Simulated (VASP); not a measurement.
# Na4H in VASP: further runs

Na4H is run at these levels: PBE; tasks: single point.

Program: VASP 6.6.1. These are calculated values, not measurements. Logs are shortened: lines on timing, memory, paths and dates and some standing lists are left out, and cuts for length are marked.

## (1) The cell of the first run

The cell holds a slab with vacuum, 10 atoms: a = 7.267 Å, b = 7.267 Å, c = 20.967 Å, α = 90.00°, β = 90.00°, γ = 109.47°.

## (2) Single point, PBE

File INCAR:

```
SYSTEM = Na4H
ALGO     = Normal         ! electronic algorithm
DIPOL    = 0.5 0.5 0.295
EDIFF    = 1E-6           ! SCF threshold, eV
ENCUT    = 400            ! plane-wave cutoff, eV
GGA      = PE             ! functional
GGA_COMPAT= .FALSE.      
IDIPOL   = 3            
ISIF     = 2              ! what is computed and relaxed
ISMEAR   = 0              ! smearing method
LASPH    = .TRUE.         ! aspherical terms in the spheres
LCHARG   = .FALSE.        ! write CHGCAR
LDIPOL   = .TRUE.       
LREAL    = .FALSE.        ! projectors in reciprocal space
LWAVE    = .FALSE.        ! write WAVECAR
NBANDS   = 40             ! bands
NELM     = 120            ! most SCF steps
NELMDL   = -8           
PREC     = Accurate       ! precision mode
SIGMA    = 0.1            ! smearing width, eV
```

File KPOINTS:

```
k-points
0
G
  4 4 1
  0 0 0
```

File POSCAR:

```
Na4H
1.0
    7.2665054626      0.0000000000      0.0000000000
   -2.4221684875      6.8509270508      0.0000000000
    0.0000000000      0.0000000000     20.9665384335
Na H
8 2
Direct
    0.2500000000      0.2500000000      0.1907801811
    0.2500000000      0.7500000000      0.1907801811
    0.7500000000      0.2500000000      0.1907801811
    0.7500000000      0.7500000000      0.1907801811
    0.0000000000      0.0000000000      0.3322693660
    0.0000000000      0.5000000000      0.3322693660
    0.5000000000      0.0000000000      0.3322693660
    0.5000000000      0.5000000000      0.3322693660
    0.1150600172      0.3333333333      0.4300442089
    0.2182733161      0.3333333333      0.4300442089
```

Potentials or basis: VASP PAW PBE potentials, release 64 (Na_pv, H).

Command:

```
> cat potpaw_PBE.64/Na_pv/POTCAR potpaw_PBE.64/H/POTCAR > POTCAR
> mpirun -np 1 vasp_std > vasp.out
```

OUTCAR:

```text
SYSTEM = Na4H
   EDIFF = 1E-6
   ENCUT = 400
   GGA = PE
   ISIF = 2
   ISMEAR = 0
   LASPH = .TRUE.
   LREAL = .FALSE.
   NELM = 120
   NELMDL = -8
   PREC = Accurate

 ion  position               nearest neighbor table
   1  0.250  0.250  0.191-
   2  0.250  0.750  0.191-
   3  0.750  0.250  0.191-
   4  0.750  0.750  0.191-
   5  0.000  0.000  0.332-
   6  0.000  0.500  0.332-
   7  0.500  0.000  0.332-
   8  0.500  0.500  0.332-
   9  0.115  0.333  0.430-  10 0.75
  10  0.218  0.333  0.430-   9 0.75

  LATTYP: Found a base centered orthorhombic cell.
 ALAT       =     8.3906377698
 B/A-ratio  =     1.4142135624
 C/A-ratio  =     2.4988015225

  Lattice vectors:

 A1 = (   7.2665054626,   0.0000000000,   0.0000000000)
 A2 = (  -2.4221684875,   6.8509270508,   0.0000000000)
 A3 = (   0.0000000000,   0.0000000000,  20.9665384335)

Analysis of symmetry for initial positions (statically):
=====================================================================
 Subroutine PRICEL returns:
 Original cell was already a primitive cell.

 Routine SETGRP: Setting up the symmetry group for a
 base centered orthorhombic supercell.

 Subroutine GETGRP returns: Found  1 space group operations
 (whereof  1 operations were pure point group operations)
 out of a pool of  8 trial point group operations.

The static configuration has the point symmetry C_1 .

Analysis of symmetry for dynamics (positions and initial velocities):
=====================================================================
 Subroutine PRICEL returns:
 Original cell was already a primitive cell.

 Routine SETGRP: Setting up the symmetry group for a
 base centered orthorhombic supercell.

 Subroutine GETGRP returns: Found  1 space group operations
 (whereof  1 operations were pure point group operations)
 out of a pool of  8 trial point group operations.

The dynamic configuration has the point symmetry C_1 .

 Subroutine INISYM returns: Found  1 space group operations
 (whereof  1 operations are pure point group operations),
 and found     1 'primitive' translations

[... 102 lines left out ...]
   ISYM   =      2    0-nonsym 1-usesym 2-fastsym
   POTIM  = 0.5000    time-step for ionic-motion
   TEBEG  =    0.0;   TEEND  =   0.0 temperature during run
   PSTRESS=    0.0 pullay stress
   NELECT =      58.0000    total number of electrons
   NUPDOWN=      -1.0000    fix difference up-down
   EMIN   =  10.00;   EMAX   =-10.00  energy-range for DOS
   EFERMI =   0.00;   METHOD = LEGACY
   ISMEAR =     0;   SIGMA  =   0.10  broadening in eV -4-tet -1-fermi 0-gaus
   EFERMI_NEDOS =   21; number of points for ismear=-14 and -15
   IALGO  =     38    algorithm
   IMIX   =      4    mixing-type and parameters
     AMIX     =   0.40;   BMIX     =  1.00
     AMIX_MAG =   1.60;   BMIX_MAG =  1.00
  volume/ion in A,a.u.               =     104.38       704.37
  Fermi-wavevector in a.u.,A,eV,Ry     =   0.624717  1.180545  5.309971  0.390272
  Thomas-Fermi vector in A             =   1.685372
   LORBIT       =      0    0 simple, 1 ext, 2 COOP (PROOUT), +10 PAW based schemes
   GGA     = PE    functional components
   LHFCALC =     F    Hartree Fock is set to
   AEXX    =    0.0000 exact exchange contribution
   IVDW    =     0    specifies the selected vdW correction
   LEPSILON=     F    determine dielectric tensor
   LRPA    =     F    only Hartree local field effects (RPA)
 non-spin polarized calculation
 Gauss-broadening in eV      SIGMA  =   0.10
  energy-cutoff  :      400.00
  volume of cell :     1043.76
 maximum number of plane-waves:     19038
   NGX = 23   NGY = 23   NGZ = 69

 dipolmoment           0.000000      0.000000      0.000132 electrons x Angstroem

 number of electron      57.9999958 magnetization

 dipolmoment           0.000000      0.000000     -0.067368 electrons x Angstroem

 Free energy of the ion-electron system (eV)
  ---------------------------------------------------
  ext. energy  EPLUGINS =         0.00000000
  ---------------------------------------------------
  free energy    TOTEN  =       -15.76807645 eV

  energy without entropy =      -15.73780898  energy(sigma->0) =      -15.75294271

 E-fermi :  -1.7552     XC(G=0):  -2.6383

 val. band max:       -1.9790840845   @ k =   0.5000  -0.0000   0.0000
 cond. band min:      -1.7509657409   @ k =   0.0000   0.2500   0.0000
 fundamental gap:      0.2281183436
 Fermi energy:        -1.7552133559

 k-point     1 :       0.0000    0.0000    0.0000
  band No.  band energies     occupation
      1     -27.0697      2.00000
      2     -27.0528      2.00000
      3     -27.0488      2.00000
      4     -27.0440      2.00000
      5     -27.0379      2.00000
      6     -27.0293      2.00000
[... 419 lines left out ...]
     39       1.3185      0.00000
     40       1.3728      0.00000

------------------------ aborting loop because EDIFF is reached ----------------------------------------

 vacuum level on the upper side and lower side of the slab       (xc-potential included)        -0.124         0.087

  FORCE on cell =-STRESS in cart. coord.  units (eV):
  Direction    XX          YY          ZZ          XY          YZ          ZX
  --------------------------------------------------------------------------------------
  -------------------------------------------------------------------------------------
  Total       -0.8806861     -1.3671338      0.0147766     -0.3517716     -0.0835521     -0.0386983
  in kB       -1.3518547     -2.0985528      0.0226821     -0.5399700     -0.1282527     -0.0594020
  external PRESSURE =      -1.1425751 kB  Pullay stress =       0.0000000 kB

 VOLUME and BASIS-vectors are now :
 -----------------------------------------------------------------------------
  energy-cutoff  :      400.00
  volume of cell :     1043.76
      direct lattice vectors                 reciprocal lattice vectors
     7.266505463  0.000000000  0.000000000     0.137617732  0.048655216  0.000000000
    -2.422168488  6.850927051  0.000000000     0.000000000  0.145965647  0.000000000
     0.000000000  0.000000000 20.966538433     0.000000000  0.000000000  0.047695045

 POSITION                                       TOTAL-FORCE (eV/Angst)
 -----------------------------------------------------------------------------------
      1.21108      1.71273      4.00000         0.009170     -0.004467      0.014948
      0.00000      5.13820      4.00000         0.000120      0.006294      0.014152
      4.84434      1.71273      4.00000        -0.006883     -0.001180      0.006975
      3.63325      5.13820      4.00000        -0.000938     -0.001284     -0.006306
      0.00000      0.00000      6.96654        -0.006037     -0.099912     -0.072076
     -1.21108      3.42546      6.96654        -0.107367      0.084270     -0.121957
      3.63325      0.00000      6.96654         0.011096      0.004798     -0.015190
      2.42217      3.42546      6.96654         0.117688      0.053122     -0.096985
      0.02869      2.28364      9.01654        -0.195423     -0.019299      0.173674
      0.77869      2.28364      9.01654         0.178574     -0.022342      0.102766
 -----------------------------------------------------------------------------------
    total drift:                               -0.000001      0.000004     -0.002132

  FREE ENERGIE OF THE ION-ELECTRON SYSTEM (eV)
  ---------------------------------------------------
  free  energy   TOTEN  =       -15.7680764477 eV

  energy  without entropy=      -15.7378089802  energy(sigma->0) =      -15.75294271

 vacuum level on the upper side and lower side of the slab         0.910         1.104
```

OSZICAR:

```text
N       E                     dE             d eps       ncg     rms          rms(c)
DAV:   1     0.331801076917E+03    0.33180E+03   -0.24969E+04  1128   0.862E+02
DAV:   2     0.117017352366E+01   -0.33063E+03   -0.32744E+03   880   0.323E+02
DAV:   3    -0.162701300909E+02   -0.17440E+02   -0.17355E+02   960   0.800E+01
[... 17 lines left out ...]
DAV:  21    -0.157680435693E+02   -0.42190E-04   -0.21636E-06   672   0.443E-03    0.707E-04
DAV:  22    -0.157680620185E+02   -0.18449E-04   -0.45789E-07   712   0.284E-03    0.494E-04
DAV:  23    -0.157680730968E+02   -0.11078E-04   -0.53454E-07   672   0.149E-03    0.235E-04
DAV:  24    -0.157680756368E+02   -0.25400E-05   -0.10435E-07   696   0.122E-03    0.125E-04
DAV:  25    -0.157680764477E+02   -0.81088E-06   -0.57389E-08   664   0.941E-04
   1 F= -.15768076E+02 E0= -.15752943E+02  d E =-.302675E-01
```

stdout:

```text
POSCAR found type information on POSCAR NaH
 POSCAR found :  2 types and      10 ions
 scaLAPACK will be used
 LDA part: xc-table for (Slater+PW92), standard interpolation
 POSCAR, INCAR and KPOINTS ok, starting setup
 FFT: planning ... GRIDC
 FFT: planning ... GRID_SOFT
 FFT: planning ... GRID
 WAVECAR not read
 entering main loop
```

It took 4.2 min on 1 thread of Intel Xeon 6975P-C (Granite Rapids), shared host; peak memory 0.75 GiB.

Results:

```
Free energy            : -15.7681 eV
Largest force          : 0.262 eV/Å
Band gap on the k mesh : zero (bands 29 and 30 overlap by 0.71 eV)
```

Forces on the atoms (eV/Å):
```
Na   0.009 -0.004  0.015
Na   0.000  0.006  0.014
Na  -0.007 -0.001  0.007
Na  -0.001 -0.001 -0.006
Na  -0.006 -0.100 -0.072
Na  -0.107  0.084 -0.122
Na   0.011  0.005 -0.015
Na   0.118  0.053 -0.097
H   -0.195 -0.019  0.174
H    0.179 -0.022  0.103
```

## (3) Single point, PBE

File INCAR:

```
PREC = Accurate
ENCUT = 400
EDIFF = 1E-6
ISMEAR = 0
SIGMA = 0.1
LREAL = F
LASPH = T
NELM = 120
ALGO = Normal
ISIF = 2
LWAVE = F
LCHARG = T
LDIPOL = T
IDIPOL = 3
DIPOL = 0.5 0.5 0.292
GGA = PE
LELF = T
LVHAR = T
LVACPOTAV = T
NBANDS = 40
GGA_COMPAT = F
NELMDL = -8
```

File KPOINTS:

```
Automatic mesh
0
Gamma
  4 4 1
```

POSCAR, as its differences from that of step 2:

```diff
@@ -16,3 +16,3 @@
     0.5000000000      0.5000000000      0.3322693660
-    0.1150600172      0.3333333333      0.4300442089
-    0.2182733161      0.3333333333      0.4300442089
+    0.0854033960      0.3333333333      0.4147817944
+    0.2479299373      0.3333333333      0.4147817944
```

Potentials or basis: VASP PAW PBE potentials, release 64 (Na_pv, H).

Command:

```
> cat potpaw_PBE.64/Na_pv/POTCAR potpaw_PBE.64/H/POTCAR > POTCAR
> mpirun -np 1 vasp_std > vasp.out
```

Run time: 14 min. Hardware: 1 thread of Oxide Virtual Turin-like, shared host; peak memory 0.71 GiB.

The run converged. Its results:

| Quantity | Value |
| --- | --- |
| Free energy | -14.6340 eV |
| Largest force | 2.667 eV/Å |
| Band gap on the k mesh | zero (bands 29 and 30 overlap by 0.69 eV) |

Forces in eV/Å, atoms in the order of the input:
```
Na   0.023 -0.009  0.017
Na   0.000  0.016  0.040
Na  -0.013 -0.004  0.009
Na  -0.006 -0.002  0.013
Na   0.003  0.054  0.053
Na  -0.070  0.051 -0.041
Na   0.003  0.056  0.018
Na   0.072  0.002  0.023
H    2.651 -0.111  0.013
H   -2.663 -0.053 -0.146
```

Levels at points of the mesh, in eV from the Fermi level:
```csv
k point,band 26,band 27,band 28,band 29,band 30,band 31,band 32,band 33
"(0.00, 0.00, 0.00)",-2.64,-0.85,0.02,0.41,0.44,0.49,0.80,1.05
"(0.50, 0.00, 0.00)",-1.97,-1.81,-0.54,-0.02,0.12,0.33,0.88,1.62
"(0.00, 0.50, 0.00)",-1.94,-1.80,-0.32,-0.15,0.02,0.32,0.75,1.51
"(0.50, 0.50, 0.00)",-1.70,-1.56,-0.68,-0.55,-0.28,0.28,0.66,1.24
```

The gap in the log of VASP goes by the Fermi energy; the results here count the filled bands.